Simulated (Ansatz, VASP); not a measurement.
# Two plane-wave programs on Pt

INCAR

```
PREC = Accurate ; ENCUT = 520
EDIFF = 1E-6 ; ISMEAR = 0
SIGMA = 0.1 ; LREAL = F
LASPH = T ; NELM = 60
ALGO = Normal ; ISIF = 2
LWAVE = F ; LCHARG = F
GGA = PE ; NBANDS = 11
```

Contents of KPOINTS:

```
regular mesh
0
Gamma
  20 20 20
```

File POSCAR:

```
Pt
1.0
   -1.5035006062      1.5035006062      1.5035006062
    1.5035006062     -1.5035006062      1.5035006062
    1.5035006062      1.5035006062     -1.5035006062
Pt
1
Direct
    0.0000000000      0.0000000000      0.0000000000
```

Input for Ansatz:

```yaml
crystal:
  lattice:
    - [-1.5035006062, 1.5035006062, 1.5035006062]
    - [1.5035006062, -1.5035006062, 1.5035006062]
    - [1.5035006062, 1.5035006062, -1.5035006062]
  atoms:
    - { symbol: Pt, position: [0.0, 0.0, 0.0] }
basis:
  ecutwfc: 420
kpoints:
  mp_grid: { grid: [20, 20, 20] }
hamiltonian:
  xc: pbe
scf:
  occupations: { method: gaussian, width: 0.1 }
output:
  forces: true
  stress: true
  eigenvalues: true
```

Alike in both runs: task single point; functional PBE; k mesh 20 × 20 × 20; occupations gaussian, width 0.1 eV; no spin polarisation.

|  | VASP | Ansatz |
| --- | --- | --- |
| version | VASP 6.6.1 | Ansatz 0.2.0 |
| potentials or method | VASP PAW PBE potentials, release 64 (Pt), cutoff 520 eV | scalar-relativistic, plane waves, PAW |
| valence electrons in the cell | 10 | 18 |

VASP gave:

- gap on the k mesh at the Fermi level (eV): none
- pressure (GPa): 53.8

Problem. Which values does Ansatz return?

Solution. gap on the k mesh at the Fermi level (eV): none; pressure (GPa): 54.4.

A gap of «none» marks a metal or a gap that the smearing closes. Both programs put the cell under a high pressure, so it lies far from rest at this level. VASP's potentials hold 10 valence electrons a cell and Ansatz's 18, so a difference there can come from the potentials and not from the codes.

Neither program's run includes spin-orbit coupling.
